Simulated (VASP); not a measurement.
# Cu (Pm-3m) in VASP: further runs

Runs on Cu. Level: BLYP. Tasks: single point.

All numbers are computed with VASP 6.6.1; they aren't measurements. Logs are shortened: lines on timing, memory, paths and dates and some standing lists are left out, and cuts for length are marked.

## 1. The cell of the first run

The structure is cubic, space group Pm-3m (No. 221). Conventional cell: a = 2.456 Å, b = 2.456 Å, c = 2.456 Å, α = 90.00°, β = 90.00°, γ = 90.00°. Cu (site symmetry m-3m) has 6 Cu at 2.46 Å within 3.2 Å.

## 2. Single point, BLYP

INCAR reads:

```
PREC = Accurate ; ENCUT = 520
EDIFF = 1E-6 ; ISMEAR = -1
SIGMA = 0.1 ; LREAL = F
LASPH = T ; NELM = 80
ALGO = Normal ; ISIF = 2
LWAVE = F ; LCHARG = F
GGA = B5 ; ALDAX = 1.0
AGGAX = 1.0 ; AGGAC = 1.0
ALDAC = 0.0 ; NBANDS = 12
```

KPOINTS reads:

```
Automatic mesh
0
Gamma
  13 13 13
```

POSCAR reads:

```
Cu
1.0
    2.4557422890      0.0000000000      0.0000000000
    0.0000000000      2.4557422890      0.0000000000
    0.0000000000      0.0000000000      2.4557422890
Cu
1
Direct
    0.0000000000      0.0000000000      0.0000000000
```

Potentials or basis: VASP PAW PBE potentials, release 64 (Cu).

Started as:

```sh
cat potpaw_PBE.64/Cu/POTCAR > POTCAR
mpirun -np 1 vasp_std > vasp.out
```

OUTCAR:

```text
PREC = Accurate
   ENCUT = 520
   EDIFF = 1E-6
   ISMEAR = -1
   LREAL = F
   LASPH = T
   NELM = 80
   ISIF = 2
   GGA = B5

 ion  position               nearest neighbor table
   1  0.000  0.000  0.000-

  LATTYP: Found a simple cubic cell.
 ALAT       =     2.4557422890

  Lattice vectors:

 A1 = (   2.4557422890,   0.0000000000,   0.0000000000)
 A2 = (   0.0000000000,   2.4557422890,   0.0000000000)
 A3 = (   0.0000000000,   0.0000000000,   2.4557422890)

Analysis of symmetry for initial positions (statically):
=====================================================================
 Subroutine PRICEL returns:
 Original cell was already a primitive cell.

 Routine SETGRP: Setting up the symmetry group for a
 simple cubic supercell.

 Subroutine GETGRP returns: Found 48 space group operations
 (whereof 48 operations were pure point group operations)
 out of a pool of 48 trial point group operations.

The static configuration has the point symmetry O_h .

Analysis of symmetry for dynamics (positions and initial velocities):
=====================================================================
 Subroutine PRICEL returns:
 Original cell was already a primitive cell.

 Routine SETGRP: Setting up the symmetry group for a
 simple cubic supercell.

 Subroutine GETGRP returns: Found 48 space group operations
 (whereof 48 operations were pure point group operations)
 out of a pool of 48 trial point group operations.

The dynamic configuration has the point symmetry O_h .

 Subroutine INISYM returns: Found 48 space group operations
 (whereof 48 operations are pure point group operations),
 and found     1 'primitive' translations

----------------------------------------------------------------------------------------

                                     Primitive cell

  volume of cell :      14.8098

  direct lattice vectors                    reciprocal lattice vectors
     2.455742289  0.000000000  0.000000000     0.407208853  0.000000000  0.000000000
     0.000000000  2.455742289  0.000000000     0.000000000  0.407208853  0.000000000
     0.000000000  0.000000000  2.455742289     0.000000000  0.000000000  0.407208853

  length of vectors
     2.455742289  2.455742289  2.455742289     0.407208853  0.407208853  0.407208853

  position of ions in fractional coordinates (direct lattice)
     0.000000000  0.000000000  0.000000000
[... 75 lines left out ...]
   NELM   =     80;   NELMIN=  2; NELMDL= -5     # of ELM steps
   EDIFF  = 0.1E-05   stopping-criterion for ELM
   LREAL  =      F    real-space projection
   EDIFFG = 0.1E-04   stopping-criterion for IOM
   NSW    =      0    number of steps for IOM
   IBRION =     -1    ionic relax: 0-MD 1-quasi-New 2-CG
   NFREE  =      0    steps in history (QN), initial steepest desc. (CG)
   ISIF   =      2    stress and relaxation
   ISYM   =      2    0-nonsym 1-usesym 2-fastsym
   POTIM  = 0.5000    time-step for ionic-motion
   TEBEG  =    0.0;   TEEND  =   0.0 temperature during run
   PSTRESS=    0.0 pullay stress
   NELECT =      11.0000    total number of electrons
   NUPDOWN=      -1.0000    fix difference up-down
   EMIN   =  10.00;   EMAX   =-10.00  energy-range for DOS
   EFERMI =   0.00;   METHOD = LEGACY
   ISMEAR =    -1;   SIGMA  =   0.10  broadening in eV -4-tet -1-fermi 0-gaus
   EFERMI_NEDOS =   21; number of points for ismear=-14 and -15
   IALGO  =     38    algorithm
   IMIX   =      4    mixing-type and parameters
     AMIX     =   0.40;   BMIX     =  1.00
     AMIX_MAG =   1.60;   BMIX_MAG =  1.00
  volume/ion in A,a.u.               =      14.81        99.94
  Fermi-wavevector in a.u.,A,eV,Ry     =   1.482596  2.801701 29.906858  2.198092
  Thomas-Fermi vector in A             =   2.596363
   LORBIT       =      0    0 simple, 1 ext, 2 COOP (PROOUT), +10 PAW based schemes
   GGA     = B5    functional components
   LHFCALC =     F    Hartree Fock is set to
   AEXX    =    0.0000 exact exchange contribution
   IVDW    =     0    specifies the selected vdW correction
   LEPSILON=     F    determine dielectric tensor
   LRPA    =     F    only Hartree local field effects (RPA)
 non-spin polarized calculation
  energy-cutoff  :      520.00
  volume of cell :       14.81
 maximum number of plane-waves:       413
   NGX =  9   NGY =  9   NGZ =  9

 number of electron      10.9999963 magnetization

 Free energy of the ion-electron system (eV)
  ---------------------------------------------------
  ext. energy  EPLUGINS =         0.00000000
  ---------------------------------------------------
  free energy    TOTEN  =        -2.67268430 eV

  energy without entropy =       -2.66150232  energy(sigma->0) =       -2.66709331

 E-fermi :   5.4083     XC(G=0): -10.7984

 val. band max:        5.3431980309   @ k =   0.3077   0.3077   0.2308
 cond. band min:       5.4512710501   @ k =   0.3846   0.3077   0.0769
 fundamental gap:      0.1080730191
 Fermi energy:         5.4083492326

 k-point     1 :       0.0000    0.0000    0.0000
  band No.  band energies     occupation
      1      -2.1215      2.00000
      2       1.7802      2.00000
      3       1.7802      2.00000
      4       4.0297      2.00000
      5       4.0297      2.00000
      6       4.0297      2.00000
      7      22.2293      0.00000
      8      22.2293      0.00000
      9      22.2293      0.00000
     10      25.8085      0.00000
     11      25.8085      0.00000
     12      29.5646      0.00000
[... 331 lines left out ...]
 k-point    24 :       0.3846    0.3077    0.0000
  band No.  band energies     occupation
      1       1.7643      2.00000
      2       2.1373      2.00000
      3       3.4396      2.00000
      4       3.5018      2.00000
      5       3.6506      2.00000
      6       5.2770      1.57616
      7      10.8877      0.00000
      8      15.9308      0.00000
      9      21.2857      0.00000
     10      29.4444      0.00000
     11      30.4715      0.00000
     12      34.8655      0.00000

 [... further k-points ...]
[... 5 lines left out ...]
  --------------------------------------------------------------------------------------
  -------------------------------------------------------------------------------------
  Total        0.0421712      0.0421712      0.0421712     -0.0000000      0.0000000      0.0000000
  in kB        4.5622435      4.5622435      4.5622435     -0.0000000      0.0000000      0.0000000
  external PRESSURE =       4.5622435 kB  Pullay stress =       0.0000000 kB

 VOLUME and BASIS-vectors are now :
 -----------------------------------------------------------------------------
  energy-cutoff  :      520.00
  volume of cell :       14.81
      direct lattice vectors                 reciprocal lattice vectors
     2.455742289  0.000000000  0.000000000     0.407208853  0.000000000  0.000000000
     0.000000000  2.455742289  0.000000000     0.000000000  0.407208853  0.000000000
     0.000000000  0.000000000  2.455742289     0.000000000  0.000000000  0.407208853

 POSITION                                       TOTAL-FORCE (eV/Angst)
 -----------------------------------------------------------------------------------
      0.00000      0.00000      0.00000         0.000000      0.000000      0.000000
 -----------------------------------------------------------------------------------
    total drift:                               -0.000000      0.000000     -0.000000

  FREE ENERGIE OF THE ION-ELECTRON SYSTEM (eV)
  ---------------------------------------------------
  free  energy   TOTEN  =        -2.6726843041 eV

  energy  without entropy=       -2.6615023192  energy(sigma->0) =       -2.66709331
```

It took 8 s on 1 thread of Intel Xeon 6975P-C, shared host; peak memory 0.13 GiB.

Results:

```yaml
Free_energy: -2.6727 eV
Pressure: 0.5 GPa
```

Caveat: the PAW data sets were made with another functional, which shifts forces and pressure a little.

## 3. Single point, BLYP (volume scaled by 0.88)

INCAR reads:

```
AGGAC = 1.0 ; AGGAX = 1.0
ALDAC = 0.0 ; ALDAX = 1.0
ALGO = Normal ; EDIFF = 1E-6
ENCUT = 520 ; GGA = B5
ISIF = 2 ; ISMEAR = -1
LASPH = True ; LCHARG = False
LREAL = False ; LWAVE = False
NBANDS = 12 ; NELM = 100
PREC = Accurate ; SIGMA = 0.1
```

KPOINTS reads:

```
k-points
0
Gamma
  14 14 14
```

POSCAR reads:

```
Cu
1.0
    2.3532984734      0.0000000000      0.0000000000
    0.0000000000      2.3532984734      0.0000000000
    0.0000000000      0.0000000000      2.3532984734
Cu
1
Direct
    0.0000000000      0.0000000000      0.0000000000
```

Potentials or basis: VASP PAW PBE potentials, release 64 (Cu).

Started as:

```sh
cat potpaw_PBE.64/Cu/POTCAR > POTCAR
mpirun -np 1 vasp_std > vasp.out
```

Wall time 11 s (1 thread of Intel Xeon 6975P-C, shared host); peak memory 0.13 GiB.

Results (log left out):

- Free energy: -2.5965 eV
- Pressure: 15.3 GPa

Levels at points of the mesh, in eV from the Fermi level:
```
           k point  band 1  band 2  band 3  band 4  band 5  band 6  band 7  band 8  band 9  band 10
(0.00, 0.00, 0.00)   -8.36   -4.16   -4.16   -1.44   -1.44   -1.44   18.20   18.20   18.20    21.97
(0.50, 0.00, 0.00)   -4.56   -3.82   -2.29   -2.29   -1.37   -1.31    2.15   24.26   24.86    24.86
(0.50, 0.50, 0.00)   -4.53   -3.56   -2.12   -2.12   -0.83    4.43    4.43    9.18   10.66    30.27
(0.50, 0.50, 0.50)   -3.82   -3.82   -3.82   -0.78   -0.78   10.37   10.37   10.37   14.14    16.12
```

Caveat: the PAW data sets were made with another functional, which shifts forces and pressure a little.

[end of part 1 of 2]
